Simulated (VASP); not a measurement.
Hf, 2 atoms in the cell. It takes space group P6_3/mmc (No. 194, hexagonal). Conventional cell: a = 3.155 Å, b = 3.155 Å, c = 4.983 Å, α = 90.00°, β = 90.00°, γ = 120.00°. Hf (site symmetry -6m2) has 12 Hf at 3.09 to 3.15 Å within 4.1 Å.  This cell differs from its parent crystal: volume scaled by 0.960.

- Program: VASP 6.6.1
- Task: single point
- Functional: r2SCAN
- Potentials or basis: VASP PAW PBE potentials, release 64 (Hf_pv)
- Cutoff: 520 eV
- k mesh: 16 × 16 × 10
- Occupations: gaussian, width 0.05 eV
- Spin: no spin polarisation
- Dipole correction: no
- Further INCAR settings: ALGO = Normal; EDIFF = 1e-06; NBANDS = 17

Potentials or basis: VASP PAW PBE potentials, release 64 (Hf_pv).

Run with:

```console
$ cat potpaw_PBE.64/Hf_pv/POTCAR > POTCAR
$ cp INCAR.step1 INCAR
$ mpirun -np 1 vasp_std > vasp.out
$ cp INCAR.step2 INCAR
$ mpirun -np 1 vasp_std > vasp.out
```

Hardware: 1 thread of Intel Xeon 6975P-C, with other jobs on the host.

Q: How long does it take, and how much memory?

A: It took 4.3 min on 1 thread of Intel Xeon 6975P-C, on a shared host, peak memory 0.25 GiB. Counts: k points 180.
